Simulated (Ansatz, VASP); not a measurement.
Two plane-wave programs on ZrN

```xyz
2
Lattice="0.0000 2.2994 2.2994 2.2994 0.0000 2.2994 2.2994 2.2994 0.0000" Properties=species:S:1:pos:R:3 pbc="T T T"
Zr    0.0000    0.0000    0.0000
N     2.2994    2.2994    2.2994
```

Change from the starting cell: volume scaled by 1.02, PAW files.

Alike in both runs: task electric field gradients; functional LDA; k mesh 9 × 9 × 9; occupations fermi-dirac, width 0.03 eV; no spin polarisation.

|  | VASP | Ansatz |
| --- | --- | --- |
| version | VASP 6.6.1 | Ansatz 0.2.0 |
| potentials or method | VASP PAW LDA potentials, release 64 (Zr_sv, N) | PAW with Ansatz's default frozen-core files, scalar-relativistic |
| plane-wave cutoff (eV) | 520 | 420 |
| valence electrons in the cell | 17 | 17 |

VASP gave:

```
pressure (GPa) : -11.8
```

**Question.** What did Ansatz give for the same quantities?

**Answer.** Pressure (GPa): -12.5.

LDA's correlation is that of Perdew and Zunger in VASP and of Perdew and Wang (1992) in Ansatz.
